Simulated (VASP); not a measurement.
# SiN (P4/nmm) in VASP: further runs

SiN is run at these levels: PBE; tasks: single point, relaxation of cell and atoms.

Everything below comes from runs of VASP 6.6.1. Logs are shortened: lines on timing, memory, paths and dates and some standing lists are left out, and cuts for length are marked.

## (1) The cell of the first run

The structure is tetragonal, space group P4/nmm (No. 129). The conventional cell has a = 3.507 Å, b = 3.507 Å, c = 4.088 Å, α = 90.00°, β = 90.00°, γ = 90.00°. Si (site symmetry 4mm) has 4 N at 1.87 Å within 2.5 Å. N (site symmetry -4m2) has 4 Si at 1.87 Å and 4 N at 2.48 Å within 2.5 Å.

## (2) Single point, PBE

File INCAR:

```
PREC = Accurate ; ENCUT = 520
EDIFF = 1E-7 ; ISMEAR = 0
SIGMA = 0.1 ; LREAL = False
LASPH = True ; NELM = 100
ALGO = Normal ; ISIF = 2
LWAVE = False ; LCHARG = False
GGA = PE ; NBANDS = 17
```

File KPOINTS:

```
regular mesh
0
Gamma
  6 6 4
```

File POSCAR:

```
SiN
1.0
    3.5068395965      0.0000000000      0.0000000000
    0.0000000000      3.5068395965      0.0000000000
    0.0000000000      0.0000000000      4.0877770673
Si N
2 2
Direct
    0.0000000000      0.5000000000      0.1613996224
    0.5000000000      0.0000000000      0.8386003776
    0.0000000000      0.0000000000      0.0000000000
    0.5000000000      0.5000000000      0.0000000000
```

Potentials or basis: VASP PAW PBE potentials, release 64 (Si, N).

Run with:

```bash
> cat potpaw_PBE.64/Si/POTCAR potpaw_PBE.64/N/POTCAR > POTCAR
> mpirun -np 1 vasp_std > vasp.out
```

OUTCAR:

```text
PREC = Accurate
   ENCUT = 520
   EDIFF = 1E-7
   ISMEAR = 0
   LREAL = False
   LASPH = True
   NELM = 100
   ISIF = 2
   GGA = PE

 ion  position               nearest neighbor table
   1  0.000  0.500  0.161-   3 1.87   4 1.87   3 1.87   4 1.87   2 2.81   2 2.81   2 2.81   2 2.81

   2  0.500  0.000  0.839-   3 1.87   4 1.87   4 1.87   3 1.87   1 2.81   1 2.81   1 2.81   1 2.81

   3  0.000  0.000  0.000-   1 1.87   2 1.87   1 1.87   2 1.87
   4  0.500  0.500  0.000-   1 1.87   2 1.87   2 1.87   1 1.87

  LATTYP: Found a simple tetragonal cell.
 ALAT       =     3.5068395965
 C/A-ratio  =     1.1656584097

  Lattice vectors:

 A1 = (   3.5068395965,   0.0000000000,   0.0000000000)
 A2 = (   0.0000000000,   3.5068395965,   0.0000000000)
 A3 = (   0.0000000000,   0.0000000000,   4.0877770673)

Analysis of symmetry for initial positions (statically):
=====================================================================
 Subroutine PRICEL returns:
 Original cell was already a primitive cell.

 Routine SETGRP: Setting up the symmetry group for a
 simple tetragonal supercell.

 Subroutine GETGRP returns: Found 16 space group operations
 (whereof  8 operations were pure point group operations)
 out of a pool of 16 trial point group operations.

The static configuration has the point symmetry D_2d.
 The point group associated with its full space group is D_4h.

Analysis of symmetry for dynamics (positions and initial velocities):
=====================================================================
 Subroutine PRICEL returns:
 Original cell was already a primitive cell.

 Routine SETGRP: Setting up the symmetry group for a
 simple tetragonal supercell.

 Subroutine GETGRP returns: Found 16 space group operations
 (whereof  8 operations were pure point group operations)
 out of a pool of 16 trial point group operations.

The dynamic configuration has the point symmetry D_2d.
 The point group associated with its full space group is D_4h.

 Subroutine INISYM returns: Found 16 space group operations
 (whereof  8 operations are pure point group operations),
 and found     1 'primitive' translations

----------------------------------------------------------------------------------------

                                     Primitive cell

  volume of cell :      50.2712

  direct lattice vectors                    reciprocal lattice vectors
     3.506839596  0.000000000  0.000000000     0.285157040  0.000000000  0.000000000
     0.000000000  3.506839596  0.000000000     0.000000000  0.285157040  0.000000000
     0.000000000  0.000000000  4.087777067     0.000000000  0.000000000  0.244631736

  length of vectors
     3.506839596  3.506839596  4.087777067     0.285157040  0.285157040  0.244631736

  position of ions in fractional coordinates (direct lattice)
     0.000000000  0.500000000  0.161399622
     0.500000000  0.000000000  0.838600378
     0.000000000  0.000000000  0.000000000
     0.500000000  0.500000000  0.000000000

  ion indices of the primitive-cell ions
   primitive index   ion index
                 1           1
                 2           2
                 3           3
                 4           4

----------------------------------------------------------------------------------------

 KPOINTS: regular mesh

Automatic generation of k-mesh.
 Grid dimensions read from file:
 generate k-points for:    6    6    4

 Generating k-lattice:

  Cartesian coordinates                     Fractional coordinates (reciprocal lattice)
     0.047526173  0.000000000  0.000000000     0.166666667  0.000000000  0.000000000
     0.000000000  0.047526173  0.000000000     0.000000000  0.166666667  0.000000000
     0.000000000  0.000000000  0.061157934     0.000000000  0.000000000  0.250000000

  Length of vectors
     0.047526173  0.047526173  0.061157934

  Shift w.r.t. Gamma in fractional coordinates (k-lattice)
     0.000000000  0.000000000  0.000000000

 Subroutine IBZKPT returns following result:
 ===========================================

 Found     30 irreducible k-points:

 Following reciprocal coordinates:
            Coordinates               Weight
  0.000000  0.000000  0.000000      1.000000
  0.166667  0.000000  0.000000      4.000000
  0.333333  0.000000  0.000000      4.000000
  0.500000  0.000000  0.000000      2.000000
  0.166667  0.166667  0.000000      4.000000
  0.333333  0.166667  0.000000      8.000000
[... 16 lines left out ...]
  0.333333  0.000000  0.500000      4.000000
  0.500000  0.000000  0.500000      2.000000
 [... further k-points ...]
   k-points           NKPTS =     30   k-points in BZ     NKDIM =     30   number of bands    NBANDS=     17
   number of dos      NEDOS =    301   number of ions     NIONS =      4
   total plane-waves  NPLWV =  23520
   dimension x,y,z NGX =    28 NGY =   28 NGZ =   30
   dimension x,y,z NGXF=    56 NGYF=   56 NGZF=   60
   ions per type =               2   2
   NGX,Y,Z   is equivalent  to a cutoff of  13.27, 13.27, 12.20 a.u.
   NGXF,Y,Z  is equivalent  to a cutoff of  26.55, 26.55, 24.40 a.u.
 SYSTEM =  unknown system
   PREC   = accura    normal or accurate (medium, high low for compatibility)
   ISTART =      0    job   : 0-new  1-cont  2-samecut
   ICHARG =      2    charge: 1-file 2-atom 10-const
   ISPIN  =      1    spin polarized calculation?
   LNONCOLLINEAR =      F non collinear calculations
   LSORBIT =      F    spin-orbit coupling
   LASPH  =      T    aspherical Exc in radial PAW
   ENCUT  =  520.0 eV  38.22 Ry    6.18 a.u.   6.52  6.52  7.60*2*pi/ulx,y,z
   NELM   =    100;   NELMIN=  2; NELMDL= -5     # of ELM steps
   EDIFF  = 0.1E-06   stopping-criterion for ELM
   LREAL  =      F    real-space projection
   EDIFFG = 0.1E-05   stopping-criterion for IOM
   NSW    =      0    number of steps for IOM
   IBRION =     -1    ionic relax: 0-MD 1-quasi-New 2-CG
   NFREE  =      0    steps in history (QN), initial steepest desc. (CG)
   ISIF   =      2    stress and relaxation
   ISYM   =      2    0-nonsym 1-usesym 2-fastsym
   POTIM  = 0.5000    time-step for ionic-motion
   TEBEG  =    0.0;   TEEND  =   0.0 temperature during run
   PSTRESS=    0.0 pullay stress
   NELECT =      18.0000    total number of electrons
   NUPDOWN=      -1.0000    fix difference up-down
   EMIN   =  10.00;   EMAX   =-10.00  energy-range for DOS
   EFERMI =   0.00;   METHOD = LEGACY
   ISMEAR =     0;   SIGMA  =   0.10  broadening in eV -4-tet -1-fermi 0-gaus
   EFERMI_NEDOS =   21; number of points for ismear=-14 and -15
   IALGO  =     38    algorithm
   IMIX   =      4    mixing-type and parameters
     AMIX     =   0.40;   BMIX     =  1.00
     AMIX_MAG =   1.60;   BMIX_MAG =  1.00
  volume/ion in A,a.u.               =      12.57        84.81
  Fermi-wavevector in a.u.,A,eV,Ry     =   1.162499  2.196805 18.386973  1.351404
  Thomas-Fermi vector in A             =   2.299060
   LORBIT       =      0    0 simple, 1 ext, 2 COOP (PROOUT), +10 PAW based schemes
   GGA     = PE    functional components
   LHFCALC =     F    Hartree Fock is set to
   AEXX    =    0.0000 exact exchange contribution
   IVDW    =     0    specifies the selected vdW correction
   LEPSILON=     F    determine dielectric tensor
   LRPA    =     F    only Hartree local field effects (RPA)
 non-spin polarized calculation
 Gauss-broadening in eV      SIGMA  =   0.10
  energy-cutoff  :      520.00
  volume of cell :       50.27
 maximum number of plane-waves:      1376
 NGX is ok and might be reduce to    28
   NGX = 13   NGY = 13   NGZ = 15

 number of electron      18.0000007 magnetization

 Free energy of the ion-electron system (eV)
  ---------------------------------------------------
  ext. energy  EPLUGINS =         0.00000000
  ---------------------------------------------------
  free energy    TOTEN  =       -27.26174528 eV

  energy without entropy =      -27.25782534  energy(sigma->0) =      -27.25978531

 E-fermi :   6.6906     XC(G=0): -10.2970

 val. band max:        6.6105418201   @ k =   0.0000   0.0000   0.5000
 cond. band min:       6.7200496126   @ k =   0.3333   0.3333   0.5000
 fundamental gap:      0.1095077925
 Fermi energy:         6.6905869671

 k-point     1 :       0.0000    0.0000    0.0000
  band No.  band energies     occupation
      1     -12.5542      2.00000
      2      -7.0236      2.00000
      3      -1.7078      2.00000
      4      -1.7078      2.00000
      5      -0.6123      2.00000
      6       3.1964      2.00000
[... 9 lines left out ...]
     16      14.4278      0.00000
     17      15.2619      0.00000

 k-point     2 :       0.1667    0.0000    0.0000
  band No.  band energies     occupation
      1     -12.3008      2.00000
      2      -7.6167      2.00000
      3      -1.6470      2.00000
      4      -1.4535      2.00000
      5      -0.1476      2.00000
      6       2.7359      2.00000
[... 9 lines left out ...]
     16      14.6001      0.00000
     17      16.1283      0.00000

 k-point     3 :       0.3333    0.0000    0.0000
  band No.  band energies     occupation
      1     -11.5584      2.00000
      2      -8.9590      2.00000
      3      -1.1033      2.00000
      4      -0.7053      2.00000
      5       0.7929      2.00000
      6       1.3775      2.00000
[... 9 lines left out ...]
     16      14.9733      0.00000
     17      17.7730      0.00000

 k-point     4 :       0.5000    0.0000    0.0000
  band No.  band energies     occupation
      1     -10.3925      2.00000
      2     -10.3925      2.00000
      3      -0.0314      2.00000
      4      -0.0314      2.00000
      5       0.4821      2.00000
      6       0.4821      2.00000
[... 9 lines left out ...]
     16      15.0336      0.00000
     17      18.8474      0.00000
[... 343 lines left out ...]
      1     -12.1890      2.00000
      2      -7.5711      2.00000
      3      -2.1458      2.00000
      4      -1.3765      2.00000
      5      -1.1695      2.00000
      6       3.0631      2.00000
[... 9 lines left out ...]
     16      16.9351      0.00000
     17      17.1782      0.00000

 k-point    23 :       0.3333    0.0000    0.5000
  band No.  band energies     occupation
      1     -11.4553      2.00000
      2      -8.8915      2.00000
      3      -1.4923      2.00000
      4      -0.6335      2.00000
      5      -0.2129      2.00000
      6       1.3537      2.00000
[... 9 lines left out ...]
     16      15.4678      0.00000
     17      18.6052      0.00000

 k-point    24 :       0.5000    0.0000    0.5000
  band No.  band energies     occupation
      1     -10.3042      2.00000
      2     -10.3042      2.00000
      3      -0.2678      2.00000
      4      -0.2678      2.00000
      5       0.5439      2.00000
      6       0.5439      2.00000
[... 9 lines left out ...]
     16      14.5103      0.00000
     17      19.0081      0.00000

 [... further k-points ...]

------------------------ aborting loop because EDIFF is reached ----------------------------------------

  FORCE on cell =-STRESS in cart. coord.  units (eV):
  Direction    XX          YY          ZZ          XY          YZ          ZX
  --------------------------------------------------------------------------------------
  -------------------------------------------------------------------------------------
  Total        0.0241480      0.0241480     -0.0301253      0.0000000     -0.0000000      0.0000000
  in kB        0.7696150      0.7696150     -0.9601152      0.0000000     -0.0000000      0.0000000
  external PRESSURE =       0.1930382 kB  Pullay stress =       0.0000000 kB

 VOLUME and BASIS-vectors are now :
 -----------------------------------------------------------------------------
  energy-cutoff  :      520.00
  volume of cell :       50.27
      direct lattice vectors                 reciprocal lattice vectors
     3.506839596  0.000000000  0.000000000     0.285157040  0.000000000  0.000000000
     0.000000000  3.506839596  0.000000000     0.000000000  0.285157040  0.000000000
     0.000000000  0.000000000  4.087777067     0.000000000  0.000000000  0.244631736

 POSITION                                       TOTAL-FORCE (eV/Angst)
 -----------------------------------------------------------------------------------
      0.00000      1.75342      0.65977         0.000000      0.000000     -0.007182
      1.75342      0.00000      3.42801        -0.000000      0.000000      0.007182
      0.00000      0.00000      0.00000         0.000000      0.000000     -0.000000
      1.75342      1.75342      0.00000        -0.000000      0.000000     -0.000000
 -----------------------------------------------------------------------------------
    total drift:                                0.000000      0.000000      0.000000

  FREE ENERGIE OF THE ION-ELECTRON SYSTEM (eV)
  ---------------------------------------------------
  free  energy   TOTEN  =       -27.2617452769 eV

  energy  without entropy=      -27.2578253374  energy(sigma->0) =      -27.25978531
```

It took 25 s on 1 thread of Intel Xeon Platinum 8259CL at 2.50GHz (Skylake/Cascade Lake), shared host; peak memory 0.16 GiB.

Results:

| Quantity | Value |
| --- | --- |
| Free energy | -27.2617 eV |
| Pressure | 0.0 GPa |
| Largest force | 0.007 eV/Å |
| Band gap on the k mesh | zero (bands 9 and 10 overlap by 2.29 eV) |

Forces in eV/Å, atoms in the order of the input:
```
Si   0.000  0.000 -0.007
Si   0.000  0.000  0.007
N    0.000  0.000  0.000
N    0.000  0.000  0.000
```

Stress tensor (GPa, compression positive):
```
 0.08  0.00  0.00
 0.00  0.08  0.00
 0.00  0.00 -0.10
```

Levels at points of the mesh, in eV from the Fermi level:
```tsv
k point	band 6	band 7	band 8	band 9	band 10	band 11	band 12	band 13
(0.00, 0.00, 0.00)	-3.49	-2.61	-2.61	-2.26	-0.58	5.18	5.63	7.01
(0.50, 0.00, 0.00)	-6.21	-4.73	-4.73	-0.50	-0.50	6.44	6.44	6.66
(0.50, 0.50, 0.00)	-4.24	-1.29	-1.29	-0.14	-0.14	3.54	3.54	5.48
(0.00, 0.00, 0.50)	-2.62	-2.62	-2.58	-0.08	1.00	1.33	4.46	4.46
(0.50, 0.00, 0.50)	-6.15	-5.61	-5.61	1.02	1.02	6.34	6.34	6.93
(0.50, 0.50, 0.50)	-5.02	-1.74	-1.74	-1.27	-1.27	6.76	6.76	8.42
```

Caveat: the k points lie up to 0.38 Å⁻¹ apart, too coarse for converged energies and pressures of a metal.

(Part 1 of 2 ends here.)
